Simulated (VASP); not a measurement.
# Si2W3 (Amm2) in VASP: single point with PBE

Aim: the single point of Si2W3 with PBE.

Everything below comes from runs of VASP 6.6.1. Logs are shortened: lines on timing, memory, paths and dates and some standing lists are left out, and cuts for length are marked.

**1. The cell of the first run**

Symmetry: Amm2, No. 38, orthorhombic system. Conventional cell: a = 3.312 Å, b = 9.376 Å, c = 9.376 Å, α = 90.00°, β = 90.00°, γ = 90.00°. Si (site symmetry mm2) has 3 Si at 2.52 to 3.31 Å and 8 W at 2.54 to 2.58 Å within 3.4 Å. Within 3.4 Å of Si (site symmetry mm2) lie 3 Si at 2.52 to 3.31 Å and 8 W at 2.55 to 2.59 Å. Within 3.4 Å of Si (site symmetry m) lie 3 Si at 2.52 to 3.31 Å and 8 W at 2.55 to 2.61 Å. W (site symmetry m) has 4 Si at 2.56 to 2.61 Å and 10 W at 2.99 to 3.31 Å within 3.4 Å. W (site symmetry mm2) has 6 Si at 2.55 to 2.58 Å and 11 W at 2.99 to 3.53 Å within 3.6 Å. W (site symmetry mm2) has 6 Si at 2.54 to 2.55 Å and 11 W at 2.99 to 3.53 Å within 3.6 Å. W (site symmetry m) has 6 Si at 2.55 to 2.57 Å and 11 W at 2.99 to 3.53 Å within 3.6 Å.

**2. Single point, PBE (atoms displaced along a vibrational mode)**

The input, INCAR:

```
PREC = Accurate
ENCUT = 520
EDIFF = 1E-7
ISMEAR = 0
SIGMA = 0.15
LREAL = False
LASPH = True
NELM = 60
ALGO = Fast
ISIF = 2
LWAVE = False
LCHARG = False
GGA = PE
NBANDS = 61
```

The input, KPOINTS:

```
regular mesh
0
Gamma
  6 6 12
```

The input, POSCAR:

```
Si2W3
1.0
    6.6300342967      0.0000000000      0.0000000000
    0.0000000000      6.6300342967      0.0000000000
    0.0000000000      0.0000000000      3.3123213826
Si W
4 6
Direct
    0.1351320113      0.6351320113      0.0000000000
    0.8666660341      0.3666660341      0.0000000000
    0.6315666872      0.8631007100      0.0000000000
    0.3631007100      0.1315666872      0.0000000000
    0.5000814045      0.5003358840      0.0000000000
    0.0003358840      0.0000814045      0.0000000000
    0.6596216789      0.1596216789      0.5000000000
    0.3405977397      0.8405977397      0.5000000000
    0.1594636009      0.3404396617      0.5000000000
    0.8404396617      0.6594636009      0.5000000000
```

Potentials or basis: VASP PAW PBE potentials, release 64 (Si, W_sv).

Run with:

```sh
$ cat potpaw_PBE.64/Si/POTCAR potpaw_PBE.64/W_sv/POTCAR > POTCAR
$ mpirun -np 1 vasp_std > vasp.out
```

OUTCAR:

```text
PREC = Accurate
   ENCUT = 520
   EDIFF = 1E-7
   ISMEAR = 0
   LREAL = False
   LASPH = True
   NELM = 60
   ISIF = 2
   GGA = PE

 ion  position               nearest neighbor table
   1  0.135  0.635  0.000-   2 2.52   8 2.54   8 2.54  10 2.57   9 2.57   9 2.57  10 2.57   5 2.58
                             6 2.58
   2  0.867  0.367  0.000-   1 2.52   7 2.55   7 2.55  10 2.56   9 2.56   9 2.56  10 2.56   5 2.59
                             6 2.59
   3  0.632  0.863  0.000-   4 2.52  10 2.55  10 2.55   8 2.55   8 2.55   5 2.56   7 2.58   7 2.58
                             6 2.61
   4  0.363  0.132  0.000-   3 2.52   9 2.55   9 2.55   8 2.55   8 2.55   6 2.56   7 2.58   7 2.58
                             5 2.61
   5  0.500  0.500  0.000-   3 2.56   1 2.58   2 2.59   4 2.61  10 2.99  10 2.99   8 2.99   8 2.99
                             7 2.99   7 2.99   9 2.99   9 2.99
   6  0.000  0.000  0.000-   4 2.56   1 2.58   2 2.59   3 2.61   9 2.99   9 2.99   8 2.99   8 2.99
                             7 2.99   7 2.99  10 2.99  10 2.99
   7  0.660  0.160  0.500-   2 2.55   2 2.55   4 2.58   3 2.58   3 2.58   4 2.58   8 2.99   5 2.99
                             6 2.99   5 2.99   6 2.99
   8  0.341  0.841  0.500-   1 2.54   1 2.54   4 2.55   3 2.55   3 2.55   4 2.55   7 2.99   5 2.99
                             6 2.99   5 2.99   6 2.99
   9  0.159  0.340  0.500-   4 2.55   4 2.55   2 2.56   2 2.56   1 2.57   1 2.57  10 2.99   6 2.99
                             6 2.99   5 2.99   5 2.99
  10  0.840  0.659  0.500-   3 2.55   3 2.55   2 2.56   2 2.56   1 2.57   1 2.57   9 2.99   5 2.99
                             5 2.99   6 2.99   6 2.99

  LATTYP: Found a simple tetragonal cell.
 ALAT       =     6.6300342967
 C/A-ratio  =     0.4995934009

  Lattice vectors:

 A1 = (   6.6300342967,   0.0000000000,   0.0000000000)
 A2 = (   0.0000000000,   6.6300342967,   0.0000000000)
 A3 = (   0.0000000000,   0.0000000000,   3.3123213826)

Analysis of symmetry for initial positions (statically):
=====================================================================
 Subroutine PRICEL returns:
 Original cell was already a primitive cell.

 Routine SETGRP: Setting up the symmetry group for a
 simple tetragonal supercell.

 Subroutine GETGRP returns: Found  4 space group operations
 (whereof  2 operations were pure point group operations)
 out of a pool of 16 trial point group operations.

The static configuration has the point symmetry C_1h.
 The point group associated with its full space group is C_2v.

Analysis of symmetry for dynamics (positions and initial velocities):
=====================================================================
 Subroutine PRICEL returns:
 Original cell was already a primitive cell.

 Routine SETGRP: Setting up the symmetry group for a
 simple tetragonal supercell.

 Subroutine GETGRP returns: Found  4 space group operations
 (whereof  2 operations were pure point group operations)
 out of a pool of 16 trial point group operations.

The dynamic configuration has the point symmetry C_1h.
 The point group associated with its full space group is C_2v.

 Subroutine INISYM returns: Found  4 space group operations
 (whereof  2 operations are pure point group operations),
 and found     1 'primitive' translations

----------------------------------------------------------------------------------------

                                     Primitive cell

  volume of cell :     145.6009

  direct lattice vectors                    reciprocal lattice vectors
     6.630034297  0.000000000  0.000000000     0.150828782  0.000000000  0.000000000
     0.000000000  6.630034297  0.000000000     0.000000000  0.150828782  0.000000000
     0.000000000  0.000000000  3.312321383     0.000000000  0.000000000  0.301903072

  length of vectors
     6.630034297  6.630034297  3.312321383     0.150828782  0.150828782  0.301903072

  position of ions in fractional coordinates (direct lattice)
     0.135132011  0.635132011  0.000000000
     0.866666034  0.366666034  0.000000000
     0.631566687  0.863100710  0.000000000
     0.363100710  0.131566687  0.000000000
     0.500081405  0.500335884  0.000000000
     0.000335884  0.000081405  0.000000000
     0.659621679  0.159621679  0.500000000
     0.340597740  0.840597740  0.500000000
     0.159463601  0.340439662  0.500000000
     0.840439662  0.659463601  0.500000000

  ion indices of the primitive-cell ions
   primitive index   ion index
                 1           1
                 2           2
                 3           3
                 4           4
                 5           5
                 6           6
                 7           7
                 8           8
                 9           9
                10          10

----------------------------------------------------------------------------------------

 KPOINTS: regular mesh

Automatic generation of k-mesh.
 Grid dimensions read from file:
 generate k-points for:    6    6   12

 Generating k-lattice:

  Cartesian coordinates                     Fractional coordinates (reciprocal lattice)
     0.025138130  0.000000000  0.000000000     0.166666667  0.000000000  0.000000000
     0.000000000  0.025138130  0.000000000     0.000000000  0.166666667  0.000000000
     0.000000000  0.000000000  0.025158589     0.000000000  0.000000000  0.083333333

  Length of vectors
     0.025138130  0.025138130  0.025158589

  Shift w.r.t. Gamma in fractional coordinates (k-lattice)
     0.000000000  0.000000000  0.000000000

 Subroutine IBZKPT returns following result:
 ===========================================

 Found     91 irreducible k-points:

 Following reciprocal coordinates:
            Coordinates               Weight
  0.000000  0.000000  0.000000      1.000000
  0.166667  0.000000  0.000000      4.000000
  0.333333  0.000000  0.000000      4.000000
  0.500000  0.000000  0.000000      2.000000
  0.166667  0.166667  0.000000      2.000000
 -0.166667  0.166667  0.000000      2.000000
[... 16 lines left out ...]
  0.333333  0.333333  0.083333      4.000000
 -0.333333  0.333333  0.083333      4.000000
 [... further k-points ...]
   k-points           NKPTS =     91   k-points in BZ     NKDIM =     91   number of bands    NBANDS=     61
   number of dos      NEDOS =    301   number of ions     NIONS =     10
   total plane-waves  NPLWV =  70000
   dimension x,y,z NGX =    50 NGY =   50 NGZ =   28
   dimension x,y,z NGXF=   100 NGYF=  100 NGZF=   56
   ions per type =               4   6
   NGX,Y,Z   is equivalent  to a cutoff of  12.54, 12.54, 14.05 a.u.
   NGXF,Y,Z  is equivalent  to a cutoff of  25.07, 25.07, 28.11 a.u.
 SYSTEM =  unknown system
   PREC   = accura    normal or accurate (medium, high low for compatibility)
   ISTART =      0    job   : 0-new  1-cont  2-samecut
   ICHARG =      2    charge: 1-file 2-atom 10-const
   ISPIN  =      1    spin polarized calculation?
   LNONCOLLINEAR =      F non collinear calculations
   LSORBIT =      F    spin-orbit coupling
   LASPH  =      T    aspherical Exc in radial PAW
   ENCUT  =  520.0 eV  38.22 Ry    6.18 a.u.  12.33 12.33  6.16*2*pi/ulx,y,z
   NELM   =     60;   NELMIN=  2; NELMDL= -5     # of ELM steps
   EDIFF  = 0.1E-06   stopping-criterion for ELM
   LREAL  =      F    real-space projection
   EDIFFG = 0.1E-05   stopping-criterion for IOM
   NSW    =      0    number of steps for IOM
   IBRION =     -1    ionic relax: 0-MD 1-quasi-New 2-CG
   NFREE  =      0    steps in history (QN), initial steepest desc. (CG)
   ISIF   =      2    stress and relaxation
   ISYM   =      2    0-nonsym 1-usesym 2-fastsym
   POTIM  = 0.5000    time-step for ionic-motion
   TEBEG  =    0.0;   TEEND  =   0.0 temperature during run
   PSTRESS=    0.0 pullay stress
   NELECT =     100.0000    total number of electrons
   NUPDOWN=      -1.0000    fix difference up-down
   EMIN   =  10.00;   EMAX   =-10.00  energy-range for DOS
   EFERMI =   0.00;   METHOD = LEGACY
   ISMEAR =     0;   SIGMA  =   0.15  broadening in eV -4-tet -1-fermi 0-gaus
   EFERMI_NEDOS =   21; number of points for ismear=-14 and -15
   IALGO  =     68    algorithm
   IMIX   =      4    mixing-type and parameters
     AMIX     =   0.40;   BMIX     =  1.00
     AMIX_MAG =   1.60;   BMIX_MAG =  1.00
  volume/ion in A,a.u.               =      14.56        98.26
  Fermi-wavevector in a.u.,A,eV,Ry     =   1.444398  2.729516 28.385632  2.086285
  Thomas-Fermi vector in A             =   2.562697
   LORBIT       =      0    0 simple, 1 ext, 2 COOP (PROOUT), +10 PAW based schemes
   GGA     = PE    functional components
   LHFCALC =     F    Hartree Fock is set to
   AEXX    =    0.0000 exact exchange contribution
   IVDW    =     0    specifies the selected vdW correction
   LEPSILON=     F    determine dielectric tensor
   LRPA    =     F    only Hartree local field effects (RPA)
 non-spin polarized calculation
 RMM-DIIS sequential band-by-band and
 Gauss-broadening in eV      SIGMA  =   0.15
  energy-cutoff  :      520.00
  volume of cell :      145.60
 maximum number of plane-waves:      3945
 NGX is ok and might be reduce to    50
   NGX = 25   NGY = 25   NGZ = 13

 number of electron     100.0000000 magnetization

 number of electron      99.9999981 magnetization

 Free energy of the ion-electron system (eV)
  ---------------------------------------------------
  ext. energy  EPLUGINS =         0.00000000
  ---------------------------------------------------
  free energy    TOTEN  =       -99.28570603 eV

  energy without entropy =      -99.22097166  energy(sigma->0) =      -99.25333885

 E-fermi :  11.7234     XC(G=0): -12.9454

 val. band max:       11.7220002046   @ k =   0.5000   0.5000   0.0000
 cond. band min:      11.7243055255   @ k =   0.5000   0.5000   0.0000
 fundamental gap:      0.0023053210
 Fermi energy:        11.7234062659

 k-point     1 :       0.0000    0.0000    0.0000
  band No.  band energies     occupation
      1     -62.6543      2.00000
      2     -62.6458      2.00000
      3     -62.6353      2.00000
      4     -62.6275      2.00000
      5     -62.3613      2.00000
      6     -62.3588      2.00000
[... 1525 lines left out ...]
     60      13.1666      0.00000
     61      14.5291      0.00000

 [... further k-points ...]

------------------------ aborting loop because EDIFF is reached ----------------------------------------

  FORCE on cell =-STRESS in cart. coord.  units (eV):
  Direction    XX          YY          ZZ          XY          YZ          ZX
  --------------------------------------------------------------------------------------
  -------------------------------------------------------------------------------------
  Total        0.1264668      0.1264668      0.3378482      0.0075205      0.0000000      0.0000000
  in kB        1.3916274      1.3916274      3.7176467      0.0827545      0.0000000      0.0000000
  external PRESSURE =       2.1669672 kB  Pullay stress =       0.0000000 kB

 VOLUME and BASIS-vectors are now :
 -----------------------------------------------------------------------------
  energy-cutoff  :      520.00
  volume of cell :      145.60
      direct lattice vectors                 reciprocal lattice vectors
     6.630034297  0.000000000  0.000000000     0.150828782  0.000000000  0.000000000
     0.000000000  6.630034297  0.000000000     0.000000000  0.150828782  0.000000000
     0.000000000  0.000000000  3.312321383     0.000000000  0.000000000  0.301903072

 POSITION                                       TOTAL-FORCE (eV/Angst)
 -----------------------------------------------------------------------------------
      0.89593      4.21095      0.00000        -0.097289     -0.097289      0.000000
      5.74603      2.43101      0.00000        -0.101403     -0.101403      0.000000
      4.18731      5.72239      0.00000         0.298069      0.291625      0.000000
      2.40737      0.87229      0.00000         0.291625      0.298069      0.000000
      3.31556      3.31724      0.00000        -0.058952     -0.243295      0.000000
      0.00223      0.00054      0.00000        -0.243295     -0.058952      0.000000
      4.37331      1.05830      1.65616        -0.063533     -0.063533      0.000000
      2.25817      5.57319      1.65616        -0.095060     -0.095060      0.000000
      1.05725      2.25713      1.65616         0.047497      0.022342      0.000000
      5.57214      4.37227      1.65616         0.022342      0.047497      0.000000
 -----------------------------------------------------------------------------------
    total drift:                                0.000043      0.000043      0.000001

  FREE ENERGIE OF THE ION-ELECTRON SYSTEM (eV)
  ---------------------------------------------------
  free  energy   TOTEN  =       -99.2857060316 eV

  energy  without entropy=      -99.2209716620  energy(sigma->0) =      -99.25333885
```

Run time: 15 min. Hardware: 1 thread of AMD EPYC 9R45 (Zen 5), shared host; peak memory 0.61 GiB.

Results:

| Property | Result |
| --- | --- |
| Free energy | -99.2857 eV |
| Pressure | 0.2 GPa |
| Largest force | 0.417 eV/Å |
| Band gap on the k mesh | zero (bands 50 and 51 overlap by 1.66 eV) |

Forces on the atoms (eV/Å):
```
Si  -0.097 -0.097  0.000
Si  -0.101 -0.101  0.000
Si   0.298  0.292  0.000
Si   0.292  0.298  0.000
W   -0.059 -0.243  0.000
W   -0.243 -0.059  0.000
W   -0.064 -0.064  0.000
W   -0.095 -0.095  0.000
W    0.047  0.022  0.000
W    0.022  0.047  0.000
```

Stress tensor (GPa, compression positive):
```
0.14 0.01 0.00
0.01 0.14 0.00
0.00 0.00 0.37
```

Caveat: the cell differs from its parent crystal (atoms displaced along a vibrational mode); spin-orbit coupling is left out, which moves the levels of the heavy elements.
